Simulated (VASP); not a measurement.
# NaI (F-43m) in VASP: a series of runs

The runs below take NaI through single point, with PBE, r2SCAN.

Program: VASP 6.6.1. These are calculated values, not measurements. Logs are shortened: lines on timing, memory, paths and dates and some standing lists are left out, and cuts for length are marked.

### Step 1. The cell of the first run

The structure is cubic, space group F-43m (No. 216). The conventional cell has a = 7.012 Å, b = 7.012 Å, c = 7.012 Å, α = 90.00°, β = 90.00°, γ = 90.00°. Within 4.0 Å of Na (site symmetry -43m) lie 4 I at 3.04 Å. I (site symmetry -43m) has 4 Na at 3.04 Å within 4.0 Å.

### Step 2. Single point, PBE (strain -1.1%)

File INCAR:

```
SYSTEM = NaI
PREC     = Accurate       ! precision mode
ENCUT    = 520            ! plane-wave cutoff, eV
EDIFF    = 1E-6           ! SCF threshold, eV
ISMEAR   = -1             ! smearing method
SIGMA    = 0.02           ! smearing width, eV
LREAL    = .False.        ! projectors in reciprocal space
LASPH    = .True.         ! aspherical terms in the spheres
NELM     = 60             ! most SCF steps
ALGO     = Normal         ! electronic algorithm
ISIF     = 2              ! what is computed and relaxed
LWAVE    = .False.        ! write WAVECAR
LCHARG   = .False.        ! write CHGCAR
GGA      = PE             ! functional
NBANDS   = 14             ! bands
```

File KPOINTS:

```
Automatic mesh
0
Gamma
  6 6 6
  0 0 0
```

File POSCAR:

```
NaI
1.0
    0.0000000000      3.5059881216      3.5059881216
    3.5059881216      0.0000000000      3.5059881216
    3.5059881216      3.5059881216      0.0000000000
Na I
1 1
Direct
    0.0000000000      0.0000000000      0.0000000000
    0.2500000000      0.2500000000      0.2500000000
```

Potentials or basis: VASP PAW PBE potentials, release 64 (Na_pv, I).

Run with:

```
$ cat potpaw_PBE.64/Na_pv/POTCAR potpaw_PBE.64/I/POTCAR > POTCAR
$ mpirun -np 1 vasp_std > vasp.out
```

OUTCAR:

```text
SYSTEM = NaI
   PREC = Accurate
   ENCUT = 520
   EDIFF = 1E-6
   ISMEAR = -1
   LREAL = .False.
   LASPH = .True.
   NELM = 60
   ISIF = 2
   GGA = PE

 ion  position               nearest neighbor table
   1  0.000  0.000  0.000-   2 3.04   2 3.04   2 3.04   2 3.04
   2  0.250  0.250  0.250-   1 3.04   1 3.04   1 3.04   1 3.04

  LATTYP: Found a face centered cubic cell.
 ALAT       =     7.0119762432

  Lattice vectors:

 A1 = (   0.0000000000,   3.5059881216,   3.5059881216)
 A2 = (   3.5059881216,   0.0000000000,   3.5059881216)
 A3 = (   3.5059881216,   3.5059881216,   0.0000000000)

Analysis of symmetry for initial positions (statically):
=====================================================================
 Subroutine PRICEL returns:
 Original cell was already a primitive cell.

 Routine SETGRP: Setting up the symmetry group for a
 face centered cubic supercell.

 Subroutine GETGRP returns: Found 24 space group operations
 (whereof 24 operations were pure point group operations)
 out of a pool of 48 trial point group operations.

The static configuration has the point symmetry T_d .

Analysis of symmetry for dynamics (positions and initial velocities):
=====================================================================
 Subroutine PRICEL returns:
 Original cell was already a primitive cell.

 Routine SETGRP: Setting up the symmetry group for a
 face centered cubic supercell.

 Subroutine GETGRP returns: Found 24 space group operations
 (whereof 24 operations were pure point group operations)
 out of a pool of 48 trial point group operations.

The dynamic configuration has the point symmetry T_d .

 Subroutine INISYM returns: Found 24 space group operations
 (whereof 24 operations are pure point group operations),
 and found     1 'primitive' translations

----------------------------------------------------------------------------------------

                                     Primitive cell

  volume of cell :      86.1909

  direct lattice vectors                    reciprocal lattice vectors
     0.000000000  3.505988122  3.505988122    -0.142613147  0.142613147  0.142613147
     3.505988122  0.000000000  3.505988122     0.142613147 -0.142613147  0.142613147
     3.505988122  3.505988122  0.000000000     0.142613147  0.142613147 -0.142613147

  length of vectors
     4.958215951  4.958215951  4.958215951     0.247013217  0.247013217  0.247013217

[... 78 lines left out ...]
   ISYM   =      2    0-nonsym 1-usesym 2-fastsym
   POTIM  = 0.5000    time-step for ionic-motion
   TEBEG  =    0.0;   TEEND  =   0.0 temperature during run
   PSTRESS=    0.0 pullay stress
   NELECT =      14.0000    total number of electrons
   NUPDOWN=      -1.0000    fix difference up-down
   EMIN   =  10.00;   EMAX   =-10.00  energy-range for DOS
   EFERMI =   0.00;   METHOD = LEGACY
   ISMEAR =    -1;   SIGMA  =   0.02  broadening in eV -4-tet -1-fermi 0-gaus
   EFERMI_NEDOS =   21; number of points for ismear=-14 and -15
   IALGO  =     38    algorithm
   IMIX   =      4    mixing-type and parameters
     AMIX     =   0.40;   BMIX     =  1.00
     AMIX_MAG =   1.60;   BMIX_MAG =  1.00
  volume/ion in A,a.u.               =      43.10       290.82
  Fermi-wavevector in a.u.,A,eV,Ry     =   0.893231  1.687962 10.855564  0.797861
  Thomas-Fermi vector in A             =   2.015282
   LORBIT       =      0    0 simple, 1 ext, 2 COOP (PROOUT), +10 PAW based schemes
   GGA     = PE    functional components
   LHFCALC =     F    Hartree Fock is set to
   AEXX    =    0.0000 exact exchange contribution
   IVDW    =     0    specifies the selected vdW correction
   LEPSILON=     F    determine dielectric tensor
   LRPA    =     F    only Hartree local field effects (RPA)
 non-spin polarized calculation
  energy-cutoff  :      520.00
  volume of cell :       86.19
 maximum number of plane-waves:      2336
 NGX is ok and might be reduce to    40
   NGX = 19   NGY = 19   NGZ = 19

 number of electron      14.0000008 magnetization

 Free energy of the ion-electron system (eV)
  ---------------------------------------------------
  ext. energy  EPLUGINS =         0.00000000
  ---------------------------------------------------
  free energy    TOTEN  =        -5.27993265 eV

  energy without entropy =       -5.27993265  energy(sigma->0) =       -5.27993265

 E-fermi :  -0.5207     XC(G=0):  -6.5748

 val. band max:       -0.9557725711   @ k =   0.0000   0.0000   0.0000
 cond. band min:       2.9202250607   @ k =   0.0000   0.0000   0.0000
 fundamental gap:      3.8759976318
 Fermi energy:        -0.5207237450

 k-point     1 :       0.0000    0.0000    0.0000
  band No.  band energies     occupation
      1     -22.9881      2.00000
      2     -22.9881      2.00000
      3     -22.9881      2.00000
      4     -11.4315      2.00000
      5      -0.9558      2.00000
      6      -0.9558      2.00000
      7      -0.9558      2.00000
      8       2.9202      0.00000
      9       6.9965      0.00000
     10       6.9965      0.00000
     11       6.9965      0.00000
     12       8.7763      0.00000
     13       8.7763      0.00000
     14      10.1535      0.00000
[... 241 lines left out ...]
      1     -22.9911      2.00000
      2     -22.9892      2.00000
      3     -22.9890      2.00000
      4     -11.2408      2.00000
      5      -1.9886      2.00000
      6      -1.5886      2.00000
      7      -1.4179      2.00000
      8       4.8064      0.00000
      9       5.8882      0.00000
     10       7.3298      0.00000
     11       7.5724      0.00000
     12       9.8695      0.00000
     13      10.6137      0.00000
     14      10.9293      0.00000

------------------------ aborting loop because EDIFF is reached ----------------------------------------

  FORCE on cell =-STRESS in cart. coord.  units (eV):
  Direction    XX          YY          ZZ          XY          YZ          ZX
  --------------------------------------------------------------------------------------
  -------------------------------------------------------------------------------------
  Total        0.4300724      0.4300724      0.4300724      0.0000000     -0.0000000      0.0000000
  in kB        7.9944911      7.9944911      7.9944911      0.0000000     -0.0000000      0.0000000
  external PRESSURE =       7.9944911 kB  Pullay stress =       0.0000000 kB

 VOLUME and BASIS-vectors are now :
 -----------------------------------------------------------------------------
  energy-cutoff  :      520.00
  volume of cell :       86.19
      direct lattice vectors                 reciprocal lattice vectors
     0.000000000  3.505988122  3.505988122    -0.142613147  0.142613147  0.142613147
     3.505988122  0.000000000  3.505988122     0.142613147 -0.142613147  0.142613147
     3.505988122  3.505988122  0.000000000     0.142613147  0.142613147 -0.142613147

 POSITION                                       TOTAL-FORCE (eV/Angst)
 -----------------------------------------------------------------------------------
      0.00000      0.00000      0.00000         0.000000      0.000000      0.000000
      1.75299      1.75299      1.75299        -0.000000     -0.000000     -0.000000
 -----------------------------------------------------------------------------------
    total drift:                                0.000001      0.000001      0.000001

  FREE ENERGIE OF THE ION-ELECTRON SYSTEM (eV)
  ---------------------------------------------------
  free  energy   TOTEN  =        -5.2799326512 eV

  energy  without entropy=       -5.2799326512  energy(sigma->0) =       -5.27993265
```

stdout:

```text
POSCAR found type information on POSCAR NaI
 POSCAR found :  2 types and       2 ions
 scaLAPACK will be used
 LDA part: xc-table for (Slater+PW92), standard interpolation
 POSCAR, INCAR and KPOINTS ok, starting setup
 FFT: planning ... GRIDC
 FFT: planning ... GRID_SOFT
 FFT: planning ... GRID
 WAVECAR not read
 entering main loop
```

It took 25 s on 1 thread of Intel Xeon Platinum 8488C (Sapphire Rapids), shared host; peak memory 0.23 GiB.

Results:

```yaml
Free_energy: -5.2799 eV
Pressure: 0.8 GPa
Band_gap_on_the_k_mesh: 3.88 eV, direct
```

Levels at points of the mesh, in eV from the valence-band top:
| k point | band 5 | band 6 | band 7 | band 8 | band 9 | band 10 |
| --- | --- | --- | --- | --- | --- | --- |
| (0.00, 0.00, 0.00) | 0.00 | 0.00 | 0.00 | 3.88 | 7.95 | 7.95 |
| (0.50, 0.00, 0.00) | -1.29 | -0.14 | -0.14 | 5.47 | 7.70 | 7.70 |
| (0.50, 0.50, 0.00) | -1.19 | -0.42 | -0.42 | 5.17 | 6.22 | 9.22 |

Caveat: the cell differs from its parent crystal (strain -1.1%); spin-orbit coupling is left out, which moves the levels of the heavy elements.

### Step 3. Single point, r2SCAN (strain -1.1%)

POSCAR is that of step 2.

File INCAR.step1:

```
SYSTEM = NaI
ALGO     = Normal         ! electronic algorithm
EDIFF    = 1E-4           ! SCF threshold, eV
ENCUT    = 520            ! plane-wave cutoff, eV
GGA      = PE             ! functional
ISMEAR   = 0              ! smearing method
LASPH    = .True.         ! aspherical terms in the spheres
LCHARG   = .False.        ! write CHGCAR
LREAL    = .False.        ! projectors in reciprocal space
LWAVE    = .True.         ! write WAVECAR
NBANDS   = 14             ! bands
NELM     = 60             ! most SCF steps
PREC     = Accurate       ! precision mode
SIGMA    = 0.01           ! smearing width, eV
```

File INCAR.step2:

```
SYSTEM = NaI
ALGO     = Normal         ! electronic algorithm
EDIFF    = 1E-7           ! SCF threshold, eV
ENCUT    = 520            ! plane-wave cutoff, eV
ISIF     = 2              ! what is computed and relaxed
ISMEAR   = 0              ! smearing method
ISTART   = 1            
LASPH    = .True.         ! aspherical terms in the spheres
LCHARG   = .True.         ! write CHGCAR
LELF     = .True.         ! ELF
LMIXTAU  = .True.       
LREAL    = .False.        ! projectors in reciprocal space
LVHAR    = .True.       
LWAVE    = .False.        ! write WAVECAR
METAGGA  = R2SCAN         ! meta-GGA
NBANDS   = 14             ! bands
NELM     = 60             ! most SCF steps
PREC     = Accurate       ! precision mode
SIGMA    = 0.01           ! smearing width, eV
```

File KPOINTS:

```
k-points
0
Gamma
  6 6 6
  0 0 0
```

Potentials or basis: VASP PAW PBE potentials, release 64 (Na_pv, I).

Run with:

```
$ cat potpaw_PBE.64/Na_pv/POTCAR potpaw_PBE.64/I/POTCAR > POTCAR
$ cp INCAR.step1 INCAR
$ mpirun -np 1 vasp_std > vasp.out
$ cp INCAR.step2 INCAR
$ mpirun -np 1 vasp_std > vasp.out
```

Wall time 1.9 min (1 thread of Intel Xeon Platinum 8488C (Sapphire Rapids), shared host); peak memory 0.25 GiB.

Results (log left out):

| Property | Result |
| --- | --- |
| Free energy | -30.9158 eV |
| Pressure | 0.4 GPa |
| Band gap on the k mesh | 4.48 eV, direct |

Levels at points of the mesh, in eV from the valence-band top:
```csv
k point,band 5,band 6,band 7,band 8,band 9,band 10
"(0.00, 0.00, 0.00)",0.00,0.00,0.00,4.48,8.62,8.62
"(0.50, 0.00, 0.00)",-1.28,-0.14,-0.14,6.15,8.27,8.27
"(0.50, 0.50, 0.00)",-1.18,-0.42,-0.42,5.55,6.87,10.05
```

Caveat: the cell differs from its parent crystal (strain -1.1%); the PAW data sets were made with another functional, which shifts forces and pressure a little; spin-orbit coupling is left out, which moves the levels of the heavy elements.
